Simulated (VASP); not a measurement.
# Bi (Im-3m) in VASP: notebook, part 3 of 3

VASP 6.6.1. The steps go on from the part before.

### Step 5. Relaxation of cell and atoms, r2SCAN, target pressure 10.1 GPa, at which the enthalpy is minimised

This run uses another cell than the first one, of 31.12 Å³/atom, 1.142 times its volume.

Contents of POSCAR:

```
Bi
1.0
   -1.9814305318      1.9814305318      1.9814305318
    1.9814305318     -1.9814305318      1.9814305318
    1.9814305318      1.9814305318     -1.9814305318
Bi
1
Direct
    0.0000000000      0.0000000000      0.0000000000
```

Contents of INCAR.step1:

```
SYSTEM = Bi
PREC = Accurate
ENCUT = 600
ISMEAR = 0
SIGMA = 0.1
LREAL = .FALSE.
LASPH = .TRUE.
NELM = 100
GGA = PE
ALGO = Normal
EDIFF = 1E-4
LWAVE = .TRUE.
LCHARG = .FALSE.
```

Contents of INCAR.step2:

```
SYSTEM = Bi
PREC = Accurate
ENCUT = 600
EDIFF = 1E-6
ISMEAR = 0
SIGMA = 0.1
LREAL = .FALSE.
LASPH = .TRUE.
NELM = 100
ALGO = Normal
ISIF = 3
LWAVE = .FALSE.
LCHARG = .FALSE.
METAGGA = R2SCAN
LMIXTAU = .TRUE.
IBRION = 2
NSW = 100
EDIFFG = -0.002
PSTRESS = 101.0
ISTART = 1
```

Contents of KPOINTS:

```
regular mesh
0
G
  16 16 16
  0 0 0
```

Potentials or basis: VASP PAW PBE potentials, release 64 (Bi_d).

Run with:

```
$ cat potpaw_PBE.64/Bi_d/POTCAR > POTCAR
$ cp INCAR.step1 INCAR
$ mpirun -np 1 vasp_std > vasp.out
$ cp INCAR.step2 INCAR
$ mpirun -np 1 vasp_std > vasp.out
```

OUTCAR:

```text
SYSTEM = Bi
   PREC = Accurate
   ENCUT = 600
   EDIFF = 1E-6
   ISMEAR = 0
   LREAL = .FALSE.
   LASPH = .TRUE.
   NELM = 100
   ISIF = 3
   METAGGA = R2SCAN
   IBRION = 2
   NSW = 100
   EDIFFG = -0.002
   PSTRESS = 101.0
   ISTART = 1

 ion  position               nearest neighbor table
   1  0.000  0.000  0.000-

  LATTYP: Found a body centered cubic cell.
 ALAT       =     3.9628610636

  Lattice vectors:

 A1 = (  -1.9814305318,   1.9814305318,   1.9814305318)
 A2 = (   1.9814305318,  -1.9814305318,   1.9814305318)
 A3 = (   1.9814305318,   1.9814305318,  -1.9814305318)

Analysis of symmetry for initial positions (statically):
=====================================================================
[... 621 lines left out ...]
  energy  without entropy=      -58.1732628459  energy(sigma->0) =      -58.17427034

  enthalpy is  TOTEN    =       -56.4461221808 eV   P V=        1.7291556525

[... ionic steps 4 to 24 ...]

--------------------------------------- Ionic step       25  -------------------------------------------

 number of electron      14.9999997 magnetization

------------------------ aborting loop because EDIFF is reached ----------------------------------------
[... 69 lines left out ...]
--------------------------------------- Ionic step       27  -------------------------------------------

 number of electron      14.9999997 magnetization

 Free energy of the ion-electron system (eV)
  ---------------------------------------------------
  ext. energy  EPLUGINS =         0.00000000
  ---------------------------------------------------
  free energy    TOTEN  =       -58.16532724 eV

  energy without entropy =      -58.16331353  energy(sigma->0) =      -58.16432038

 E-fermi :   9.5844     XC(G=0): -11.7973

 val. band max:        9.5619552528   @ k =  -0.2500   0.3750   0.1250
 cond. band min:       9.5901074394   @ k =   0.3125   0.1250   0.0625
 fundamental gap:      0.0281521865
 Fermi energy:         9.5843754510

 k-point     1 :       0.0000    0.0000    0.0000
  band No.  band energies     occupation
      1     -14.2945      2.00000
      2     -14.2945      2.00000
      3     -14.2945      2.00000
      4     -14.0768      2.00000
      5     -14.0768      2.00000
      6      -5.5714      2.00000
      7      16.0220      0.00000
      8      16.0220      0.00000
      9      16.0220      0.00000
     10      20.8643      0.00000
     11      20.8643      0.00000
[... 354 lines left out ...]
  energy  without entropy=      -58.1633135258  energy(sigma->0) =      -58.16432038

  enthalpy is  TOTEN    =       -56.4464157674 eV   P V=        1.7189114676

 reached required accuracy - stopping structural energy minimisation
```

OUTCAR.step1:

```text
SYSTEM = Bi
   PREC = Accurate
   ENCUT = 600
   ISMEAR = 0
   LREAL = .FALSE.
   LASPH = .TRUE.
   NELM = 100
[... 552 lines left out ...]
 -----------------------------------------------------------------------------------
      0.00000      0.00000      0.00000         0.000000      0.000000     -0.000000
 -----------------------------------------------------------------------------------
    total drift:                                0.000000      0.000000      0.000000

  FREE ENERGIE OF THE ION-ELECTRON SYSTEM (eV)
  ---------------------------------------------------
  free  energy   TOTEN  =        -3.7549278749 eV

  energy  without entropy=       -3.7505354593  energy(sigma->0) =       -3.75273167
```

Wall time 23 min (1 thread of AMD EPYC 9R45 (Zen 5), shared host); peak memory 0.19 GiB.

What came out:

* Free energy: -58.1653 eV
* Relaxed volume: 27.27 Å³/atom
* Relaxed cell: a = 3.284 Å, b = 3.284 Å, c = 3.284 Å, α = 109.47°, β = 109.47°, γ = 109.47°
* Space group after relaxing (to 0.05 Å): Im-3m (No. 229)
* Energy change on relaxing (the enthalpy is what falls): +105.3 meV/atom
* Ionic steps: 27
* Pressure after relaxing: 10.1 GPa

Step by step:
| step | energy change (eV) | largest force (eV/Å) | pressure (GPa) | volume (Å³) |
| --- | --- | --- | --- | --- |
| 1 | 0.0000 | 0.0000 | -0.07 | 31.12 |
| 2 | 0.6477 | 0.0000 | 34.07 | 23.05 |
| 3 | 0.0954 | 0.0000 | 9.53 | 27.43 |
| 4 | 0.1032 | 0.0000 | 10.12 | 27.30 |
| 5 | 0.1024 | 0.0000 | 10.00 | 27.31 |
| 6 | 0.1031 | 0.0000 | 9.94 | 27.30 |
| 7 | 0.1032 | 0.0000 | 9.98 | 27.30 |
| 8 | 0.1032 | 0.0000 | 9.99 | 27.30 |
| 9 | 0.1032 | 0.0000 | 9.99 | 27.30 |
| 10 | 0.1032 | 0.0000 | 9.99 | 27.30 |
| 11 | 0.1032 | 0.0000 | 9.99 | 27.30 |
| 12 | 0.1032 | 0.0000 | 9.99 | 27.30 |
| 13 | 0.1032 | 0.0000 | 9.99 | 27.30 |
| 14 | 0.1032 | 0.0000 | 9.99 | 27.30 |
| 15 | 0.1032 | 0.0000 | 9.99 | 27.30 |
| 16 | 0.1033 | 0.0000 | 9.94 | 27.30 |
| 17 | 0.1036 | 0.0000 | 10.00 | 27.29 |
| 18 | 0.1042 | 0.0000 | 10.06 | 27.28 |
| 19 | 0.1055 | 0.0000 | 10.13 | 27.26 |
| 20 | 0.1049 | 0.0000 | 10.14 | 27.27 |
| 21 | 0.1046 | 0.0000 | 10.08 | 27.28 |
| 22 | 0.1047 | 0.0000 | 10.04 | 27.28 |
| 23 | 0.1048 | 0.0000 | 10.02 | 27.28 |
| 24 | 0.1049 | 0.0000 | 10.06 | 27.27 |
| 25 | 0.1049 | 0.0000 | 10.06 | 27.27 |
| 26 | 0.1051 | 0.0000 | 10.03 | 27.27 |
| 27 | 0.1053 | 0.0000 | 10.11 | 27.27 |

Final structure:
```xyz
1
Lattice="-1.8961 1.8961 1.8961 1.8961 -1.8961 1.8961 1.8961 1.8961 -1.8961" Properties=species:S:1:pos:R:3 pbc="T T T"
Bi    0.0000    3.7922    0.0000
```

Caveat: the cell is relaxed towards a set pressure, so the enthalpy falls and the energy may rise; the PAW data sets were made with another functional, which shifts forces and pressure a little; spin-orbit coupling is left out, which moves the levels of the heavy elements.

### Step 6. Single point, r2SCAN

Contents of POSCAR:

```
Bi
1.0
   -1.8956252222      1.8956252222      1.8956252222
    1.8956252222     -1.8956252222      1.8956252222
    1.8956252222      1.8956252222     -1.8956252222
Bi
1
Direct
    0.0000000000      0.0000000000      0.0000000000
```

Contents of INCAR.step1:

```
  PREC = Accurate
  ENCUT = 520
  ISMEAR = 0
  SIGMA = 0.1
  LREAL = F
  LASPH = T
  NELM = 100
  NBANDS = 14
  GGA = PE
  ALGO = Normal
  EDIFF = 1E-4
  LWAVE = T
  LCHARG = F
```

Contents of INCAR.step2:

```
  PREC = Accurate
  ENCUT = 520
  EDIFF = 1E-6
  ISMEAR = 0
  SIGMA = 0.1
  LREAL = F
  LASPH = T
  NELM = 100
  ALGO = Normal
  ISIF = 2
  LWAVE = F
  LCHARG = F
  METAGGA = R2SCAN
  LMIXTAU = T
  NBANDS = 14
  ISTART = 1
```

Contents of KPOINTS:

```
Automatic mesh
0
Gamma
  16 16 16
```

Potentials or basis: VASP PAW PBE potentials, release 64 (Bi_d).

Run with:

```
$ cat potpaw_PBE.64/Bi_d/POTCAR > POTCAR
$ cp INCAR.step1 INCAR
$ mpirun -np 1 vasp_std > vasp.out
$ cp INCAR.step2 INCAR
$ mpirun -np 1 vasp_std > vasp.out
```

It took 93 s on 1 thread of AMD EPYC 9R45 (Zen 5), shared host; peak memory 0.15 GiB.

It converged, with:

```
Free energy : -58.1637 eV
Pressure    : 10.1 GPa
```

Levels at points of the mesh, in eV from the Fermi level:
```tsv
k point	band 5	band 6	band 7	band 8	band 9	band 10
(0.00, 0.00, 0.00)	-23.66	-15.16	6.44	6.44	6.44	11.28
(0.50, 0.00, 0.00)	-23.52	-11.06	-6.15	1.86	4.13	7.12
(0.50, 0.50, 0.50)	-23.56	-8.05	-2.29	-2.29	-2.29	3.88
```

Caveat: the PAW data sets were made with another functional, which shifts forces and pressure a little; spin-orbit coupling is left out, which moves the levels of the heavy elements.

### Step 7. Overview

```tsv
task	cell	k mesh	cutoff (eV)	gap on the mesh (eV)	pressure (GPa)
relaxation of cell and atoms	relaxed to 10.1 GPa from a = 3.283 Å, angles 109.5°, 1 atom	16 × 16 × 16	600	none	10.1
single point	a = 3.432 Å, angles 109.5°, 1 atom	6 × 6 × 6	550	none	0.4
single point	a = 3.283 Å, angles 109.5°, 1 atom	16 × 16 × 16	520	none	10.1
relaxation of cell and atoms	relaxed to 10.1 GPa from a = 3.432 Å, angles 109.5°, 1 atom	16 × 16 × 16	600	none	10.1
```

Alike in all rows: level r2SCAN; potentials or basis VASP PAW PBE potentials, release 64 (Bi_d); no spin polarisation; smearing gaussian 0.1 eV.

Caveats: some runs use coarse meshes; the PAW data sets were made with another functional, which shifts forces and pressure a little; spin-orbit coupling is left out, which moves the levels of the heavy elements; the cell is relaxed towards a set pressure, so the enthalpy falls and the energy may rise (some runs).

Absolute energies hang on the potentials; compare differences alone.
